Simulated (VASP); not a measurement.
# NaF in VASP: a series of runs

Aim: see how the results for NaF move with the level of theory and the settings. Levels: PBE, r2SCAN, HSE06. Tasks: single point.

All numbers are computed with VASP 6.6.1; they aren't measurements. Logs are shortened: lines on timing, memory, paths and dates and some standing lists are left out, and cuts for length are marked.

## 1. The cell of the first run

The structure is cubic, space group Pm-3m (No. 221). Conventional cell: a = 2.860 Å, b = 2.860 Å, c = 2.860 Å, α = 90.00°, β = 90.00°, γ = 90.00°. Na (site symmetry m-3m) has 8 F at 2.48 Å and 6 Na at 2.86 Å within 3.3 Å. F (site symmetry m-3m) has 8 Na at 2.48 Å and 6 F at 2.86 Å within 3.3 Å.

## 2. Single point, PBE (strain +2.4%)

The input, INCAR:

```
SYSTEM = NaF
ALGO     = Normal         ! electronic algorithm
EDIFF    = 1E-7           ! SCF threshold, eV
ENCUT    = 520            ! plane-wave cutoff, eV
GGA      = PE             ! functional
ISIF     = 2              ! what is computed and relaxed
ISMEAR   = -1             ! smearing method
LASPH    = .TRUE.         ! aspherical terms in the spheres
LCHARG   = .FALSE.        ! write CHGCAR
LREAL    = .FALSE.        ! projectors in reciprocal space
LWAVE    = .FALSE.        ! write WAVECAR
NBANDS   = 14             ! bands
NELM     = 80             ! most SCF steps
PREC     = Accurate       ! precision mode
SIGMA    = 0.02           ! smearing width, eV
```

The input, KPOINTS:

```
k-points
0
G
  10 10 10
  0 0 0
```

The input, POSCAR:

```
NaF
1.0
    2.8599701471      0.0000000000      0.0000000000
    0.0000000000      2.8599701471      0.0000000000
    0.0000000000      0.0000000000      2.8599701471
Na F
1 1
Direct
    0.0000000000      0.0000000000      0.0000000000
    0.5000000000      0.5000000000      0.5000000000
```

Potentials or basis: VASP PAW PBE potentials, release 64 (Na_pv, F).

The run is started by

```console
$ cat potpaw_PBE.64/Na_pv/POTCAR potpaw_PBE.64/F/POTCAR > POTCAR
$ mpirun -np 1 vasp_std > vasp.out
```

OUTCAR:

```text
SYSTEM = NaF
   EDIFF = 1E-7
   ENCUT = 520
   GGA = PE
   ISIF = 2
   ISMEAR = -1
   LASPH = .TRUE.
   LREAL = .FALSE.
   NELM = 80
   PREC = Accurate

 ion  position               nearest neighbor table
   1  0.000  0.000  0.000-
   2  0.500  0.500  0.500-

  LATTYP: Found a simple cubic cell.
 ALAT       =     2.8599701471

  Lattice vectors:

 A1 = (   2.8599701471,   0.0000000000,   0.0000000000)
 A2 = (   0.0000000000,   2.8599701471,   0.0000000000)
 A3 = (   0.0000000000,   0.0000000000,   2.8599701471)

Analysis of symmetry for initial positions (statically):
=====================================================================
 Subroutine PRICEL returns:
 Original cell was already a primitive cell.

 Routine SETGRP: Setting up the symmetry group for a
 simple cubic supercell.

 Subroutine GETGRP returns: Found 48 space group operations
 (whereof 48 operations were pure point group operations)
 out of a pool of 48 trial point group operations.

The static configuration has the point symmetry O_h .

Analysis of symmetry for dynamics (positions and initial velocities):
=====================================================================
 Subroutine PRICEL returns:
 Original cell was already a primitive cell.

 Routine SETGRP: Setting up the symmetry group for a
 simple cubic supercell.

 Subroutine GETGRP returns: Found 48 space group operations
 (whereof 48 operations were pure point group operations)
 out of a pool of 48 trial point group operations.

The dynamic configuration has the point symmetry O_h .

 Subroutine INISYM returns: Found 48 space group operations
 (whereof 48 operations are pure point group operations),
 and found     1 'primitive' translations

----------------------------------------------------------------------------------------

                                     Primitive cell

  volume of cell :      23.3929

  direct lattice vectors                    reciprocal lattice vectors
     2.859970147  0.000000000  0.000000000     0.349653999  0.000000000  0.000000000
     0.000000000  2.859970147  0.000000000     0.000000000  0.349653999  0.000000000
     0.000000000  0.000000000  2.859970147     0.000000000  0.000000000  0.349653999

  length of vectors
     2.859970147  2.859970147  2.859970147     0.349653999  0.349653999  0.349653999

  position of ions in fractional coordinates (direct lattice)
     0.000000000  0.000000000  0.000000000
     0.500000000  0.500000000  0.500000000

  ion indices of the primitive-cell ions
   primitive index   ion index
                 1           1
                 2           2

----------------------------------------------------------------------------------------

 KPOINTS: k-points

Automatic generation of k-mesh.
 Grid dimensions read from file:
 generate k-points for:   10   10   10

 Generating k-lattice:

  Cartesian coordinates                     Fractional coordinates (reciprocal lattice)
     0.034965400  0.000000000  0.000000000     0.100000000  0.000000000  0.000000000
     0.000000000  0.034965400  0.000000000     0.000000000  0.100000000  0.000000000
     0.000000000  0.000000000  0.034965400     0.000000000  0.000000000  0.100000000

  Length of vectors
     0.034965400  0.034965400  0.034965400

  Shift w.r.t. Gamma in fractional coordinates (k-lattice)
     0.000000000  0.000000000  0.000000000

 Subroutine IBZKPT returns following result:
 ===========================================

 Found     56 irreducible k-points:

 Following reciprocal coordinates:
            Coordinates               Weight
  0.000000  0.000000  0.000000      1.000000
  0.100000  0.000000  0.000000      6.000000
  0.200000  0.000000  0.000000      6.000000
  0.300000  0.000000  0.000000      6.000000
  0.400000  0.000000  0.000000      6.000000
  0.500000  0.000000  0.000000      3.000000
[... 16 lines left out ...]
  0.200000  0.100000  0.100000     24.000000
  0.300000  0.100000  0.100000     24.000000
 [... further k-points ...]
   k-points           NKPTS =     56   k-points in BZ     NKDIM =     56   number of bands    NBANDS=     14
   number of dos      NEDOS =    301   number of ions     NIONS =      2
   total plane-waves  NPLWV =  13824
   dimension x,y,z NGX =    24 NGY =   24 NGZ =   24
   dimension x,y,z NGXF=    48 NGYF=   48 NGZF=   48
   ions per type =               1   1
   NGX,Y,Z   is equivalent  to a cutoff of  13.95, 13.95, 13.95 a.u.
   NGXF,Y,Z  is equivalent  to a cutoff of  27.90, 27.90, 27.90 a.u.
 SYSTEM =  NaF
   PREC   = accura    normal or accurate (medium, high low for compatibility)
   ISTART =      0    job   : 0-new  1-cont  2-samecut
   ICHARG =      2    charge: 1-file 2-atom 10-const
   ISPIN  =      1    spin polarized calculation?
   LNONCOLLINEAR =      F non collinear calculations
   LSORBIT =      F    spin-orbit coupling
   LASPH  =      T    aspherical Exc in radial PAW
   ENCUT  =  520.0 eV  38.22 Ry    6.18 a.u.   5.32  5.32  5.32*2*pi/ulx,y,z
   NELM   =     80;   NELMIN=  2; NELMDL= -5     # of ELM steps
   EDIFF  = 0.1E-06   stopping-criterion for ELM
   LREAL  =      F    real-space projection
   EDIFFG = 0.1E-05   stopping-criterion for IOM
   NSW    =      0    number of steps for IOM
   IBRION =     -1    ionic relax: 0-MD 1-quasi-New 2-CG
   NFREE  =      0    steps in history (QN), initial steepest desc. (CG)
   ISIF   =      2    stress and relaxation
   ISYM   =      2    0-nonsym 1-usesym 2-fastsym
   POTIM  = 0.5000    time-step for ionic-motion
   TEBEG  =    0.0;   TEEND  =   0.0 temperature during run
   PSTRESS=    0.0 pullay stress
   NELECT =      14.0000    total number of electrons
   NUPDOWN=      -1.0000    fix difference up-down
   EMIN   =  10.00;   EMAX   =-10.00  energy-range for DOS
   EFERMI =   0.00;   METHOD = LEGACY
   ISMEAR =    -1;   SIGMA  =   0.02  broadening in eV -4-tet -1-fermi 0-gaus
   EFERMI_NEDOS =   21; number of points for ismear=-14 and -15
   IALGO  =     38    algorithm
   IMIX   =      4    mixing-type and parameters
     AMIX     =   0.40;   BMIX     =  1.00
     AMIX_MAG =   1.60;   BMIX_MAG =  1.00
  volume/ion in A,a.u.               =      11.70        78.93
  Fermi-wavevector in a.u.,A,eV,Ry     =   1.379609  2.607083 25.896253  1.903321
  Thomas-Fermi vector in A             =   2.504563
   LORBIT       =      0    0 simple, 1 ext, 2 COOP (PROOUT), +10 PAW based schemes
   GGA     = PE    functional components
[... 5 lines left out ...]
 non-spin polarized calculation
  energy-cutoff  :      520.00
  volume of cell :       23.39
 maximum number of plane-waves:       655
 NGX is ok and might be reduce to    24
   NGX = 11   NGY = 11   NGZ = 11

 number of electron      13.9999997 magnetization

 Free energy of the ion-electron system (eV)
  ---------------------------------------------------
  ext. energy  EPLUGINS =         0.00000000
  ---------------------------------------------------
  free energy    TOTEN  =        -8.25331749 eV

  energy without entropy =       -8.25331749  energy(sigma->0) =       -8.25331749

 E-fermi :  -0.5328     XC(G=0):  -9.5754

 val. band max:       -1.0031807218   @ k =   0.5000   0.5000   0.0000
 cond. band min:       4.6690522793   @ k =   0.0000   0.0000   0.0000
 fundamental gap:      5.6722330011
 Fermi energy:        -0.5327698339

 k-point     1 :       0.0000    0.0000    0.0000
  band No.  band energies     occupation
      1     -21.1898      2.00000
      2     -21.1898      2.00000
      3     -21.1898      2.00000
      4     -20.7099      2.00000
      5      -1.3142      2.00000
      6      -1.3142      2.00000
      7      -1.3142      2.00000
      8       4.6691      0.00000
      9      14.4428      0.00000
     10      14.4428      0.00000
     11      21.9106      0.00000
     12      21.9106      0.00000
     13      21.9106      0.00000
     14      29.2559      0.00000

 k-point     2 :       0.1000    0.0000    0.0000
  band No.  band energies     occupation
      1     -21.2830      2.00000
      2     -21.1875      2.00000
      3     -21.1875      2.00000
      4     -20.6107      2.00000
      5      -1.5733      2.00000
      6      -1.3027      2.00000
      7      -1.3027      2.00000
      8       4.9989      0.00000
      9      14.2450      0.00000
     10      14.6239      0.00000
     11      21.8897      0.00000
     12      21.8897      0.00000
     13      22.2169      0.00000
     14      28.2365      0.00000

 k-point     3 :       0.2000    0.0000    0.0000
  band No.  band energies     occupation
      1     -21.4511      2.00000
      2     -21.1815      2.00000
      3     -21.1815      2.00000
      4     -20.4257      2.00000
      5      -2.1723      2.00000
      6      -1.2724      2.00000
      7      -1.2724      2.00000
      8       5.8456      0.00000
      9      13.6107      0.00000
     10      15.1662      0.00000
     11      21.8341      0.00000
     12      21.8341      0.00000
     13      23.2253      0.00000
     14      26.1862      0.00000
[... 324 lines left out ...]
 k-point    23 :       0.2000    0.1000    0.1000
  band No.  band energies     occupation
      1     -21.4513      2.00000
      2     -21.2157      2.00000
      3     -21.1996      2.00000
      4     -20.3605      2.00000
      5      -2.1351      2.00000
      6      -1.4935      2.00000
      7      -1.4204      2.00000
      8       6.3740      0.00000
      9      13.8505      0.00000
     10      14.8486      0.00000
     11      20.3995      0.00000
     12      22.7287      0.00000
     13      24.0639      0.00000
     14      24.3320      0.00000

 k-point    24 :       0.3000    0.1000    0.1000
  band No.  band energies     occupation
      1     -21.5677      2.00000
      2     -21.2048      2.00000
      3     -21.1916      2.00000
      4     -20.2317      2.00000
      5      -2.7210      2.00000
      6      -1.4335      2.00000
      7      -1.3763      2.00000
      8       7.4399      0.00000
      9      12.8113      0.00000
     10      15.5365      0.00000
     11      20.5123      0.00000
     12      21.4620      0.00000
     13      23.4891      0.00000
     14      23.8834      0.00000

 [... further k-points ...]

------------------------ aborting loop because EDIFF is reached ----------------------------------------

  FORCE on cell =-STRESS in cart. coord.  units (eV):
  Direction    XX          YY          ZZ          XY          YZ          ZX
  --------------------------------------------------------------------------------------
  -------------------------------------------------------------------------------------
  Total        0.0132483      0.0132483      0.0132483      0.0000000     -0.0000000      0.0000000
  in kB        0.9073739      0.9073739      0.9073739      0.0000000     -0.0000000      0.0000000
  external PRESSURE =       0.9073739 kB  Pullay stress =       0.0000000 kB

 VOLUME and BASIS-vectors are now :
 -----------------------------------------------------------------------------
  energy-cutoff  :      520.00
  volume of cell :       23.39
      direct lattice vectors                 reciprocal lattice vectors
     2.859970147  0.000000000  0.000000000     0.349653999  0.000000000  0.000000000
     0.000000000  2.859970147  0.000000000     0.000000000  0.349653999  0.000000000
     0.000000000  0.000000000  2.859970147     0.000000000  0.000000000  0.349653999

 POSITION                                       TOTAL-FORCE (eV/Angst)
 -----------------------------------------------------------------------------------
      0.00000      0.00000      0.00000         0.000000      0.000000      0.000000
      1.42999      1.42999      1.42999         0.000000      0.000000      0.000000
 -----------------------------------------------------------------------------------
    total drift:                                0.000000      0.000000     -0.000000

  FREE ENERGIE OF THE ION-ELECTRON SYSTEM (eV)
  ---------------------------------------------------
  free  energy   TOTEN  =        -8.2533174934 eV

  energy  without entropy=       -8.2533174934  energy(sigma->0) =       -8.25331749
```

Wall time 12 s (1 thread of Intel Xeon Platinum 8375C at 2.90GHz (Ice Lake), shared host); peak memory 0.14 GiB.

What came out:

```yaml
Free_energy: -8.2533 eV
Pressure: 0.1 GPa
Band_gap_on_the_k_mesh: 5.67 eV (least direct gap 5.98 eV)
```

Levels at points of the mesh, in eV from the valence-band top:
```csv
k point,band 4,band 5,band 6,band 7,band 8,band 9,band 10,band 11
"(0.00, 0.00, 0.00)",-19.71,-0.31,-0.31,-0.31,5.67,15.45,15.45,22.91
"(0.50, 0.00, 0.00)",-19.08,-2.43,-0.19,-0.19,10.33,11.23,19.42,20.67
"(0.50, 0.50, 0.00)",-19.25,-1.73,-1.73,0.00,11.54,14.57,14.57,15.09
"(0.50, 0.50, 0.50)",-19.05,-1.49,-1.49,-1.49,13.91,13.91,13.91,18.68
```

Caveat: the cell differs from its parent crystal (strain +2.4%). A k mesh can miss the band edges.

## 3. Single point, r2SCAN (strain +2.4%)

POSCAR is that of step 2.

The input, INCAR.step1:

```
SYSTEM = NaF
PREC = Accurate ; ENCUT = 520
ISMEAR = 0 ; SIGMA = 0.01
LREAL = .False. ; LASPH = .True.
NELM = 100 ; NBANDS = 14
GGA = PE ; ALGO = Normal
EDIFF = 1E-4 ; LWAVE = .True.
LCHARG = .False.
```

The input, INCAR.step2:

```
SYSTEM = NaF
PREC = Accurate ; ENCUT = 520
EDIFF = 1E-7 ; ISMEAR = 0
SIGMA = 0.01 ; LREAL = .False.
LASPH = .True. ; NELM = 100
ALGO = Normal ; ISIF = 2
LWAVE = .False. ; LCHARG = .False.
METAGGA = R2SCAN ; LMIXTAU = .True.
NBANDS = 14 ; ISTART = 1
```

The input, KPOINTS:

```
regular mesh
0
Gamma
  10 10 10
  0 0 0
```

Potentials or basis: VASP PAW PBE potentials, release 64 (Na_pv, F).

The run is started by

```console
$ cat potpaw_PBE.64/Na_pv/POTCAR potpaw_PBE.64/F/POTCAR > POTCAR
$ cp INCAR.step1 INCAR
$ mpirun -np 1 vasp_std > vasp.out
$ cp INCAR.step2 INCAR
$ mpirun -np 1 vasp_std > vasp.out
```

Run time: 48 s. Hardware: 1 thread of Intel Xeon Platinum 8375C at 2.90GHz (Ice Lake), shared host; peak memory 0.14 GiB.

The run converged. Its results:

```
Free energy            : -12.2893 eV
Pressure               : -4.3 GPa
Band gap on the k mesh : 6.65 eV (least direct gap 6.96 eV)
```

Levels at points of the mesh, in eV from the valence-band top:
| k point | band 5 | band 6 | band 7 | band 8 | band 9 | band 10 |
| --- | --- | --- | --- | --- | --- | --- |
| (0.00, 0.00, 0.00) | -0.31 | -0.31 | -0.31 | 6.65 | 16.13 | 16.13 |
| (0.50, 0.00, 0.00) | -2.39 | -0.19 | -0.19 | 11.32 | 12.30 | 19.91 |
| (0.50, 0.50, 0.00) | -1.73 | -1.73 | 0.00 | 12.56 | 15.70 | 15.70 |
| (0.50, 0.50, 0.50) | -1.52 | -1.52 | -1.52 | 14.96 | 14.96 | 14.96 |

Caveat: the cell differs from its parent crystal (strain +2.4%); the cell stands under tension; the PAW data sets were made with another functional, which shifts forces and pressure a little. A k mesh can miss the band edges.

(Part 1 of 2 ends here.)
